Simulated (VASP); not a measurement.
Here is a VASP 6.6.1 calculation.

The input INCAR:

```
ALGO = Normal
EDIFF = 1E-7
ENCUT = 520
GGA = RP
ISIF = 2
ISMEAR = -1
LASPH = True
LCHARG = False
LREAL = False
LWAVE = False
NBANDS = 18
NELM = 60
PREC = Accurate
SIGMA = 0.1
```

KPOINTS

```
k-points
0
Gamma
  14 14 14
```

Contents of POSCAR:

```
Ta
1.0
   -3.6742836238      3.6741636486      1.5107684733
    3.6741636486     -3.6742836238      1.5107684733
    1.9189021930      1.9189021930     -1.5109882080
Ta
2
Direct
    0.9999356378      0.0000643622      1.0000000000
    0.7500643622      0.2499356378      0.5000000000
```

Potentials or basis: VASP PAW PBE potentials, release 64 (Ta_pv).

Launch:

```console
$ cat potpaw_PBE.64/Ta_pv/POTCAR > POTCAR
$ mpirun -np 1 vasp_std > vasp.out
```

Question: What does it give for the largest force?

Answer: 0.007 eV/Å.

Question: Predict the pressure.

Answer: -16.6 GPa.

Question: What does it give for the band gap on the k mesh?

Answer: Zero (band 11 reaches 5.61 eV, above the bottom of band 12 at 3.61 eV).

Forces on the atoms (eV/Å):
```
Ta  -0.005  0.005  0.000
Ta   0.005 -0.005  0.000
```

Caveat: the PAW data sets were made with another functional, which shifts forces and pressure a little; spin-orbit coupling is left out, which moves the levels of the heavy elements.
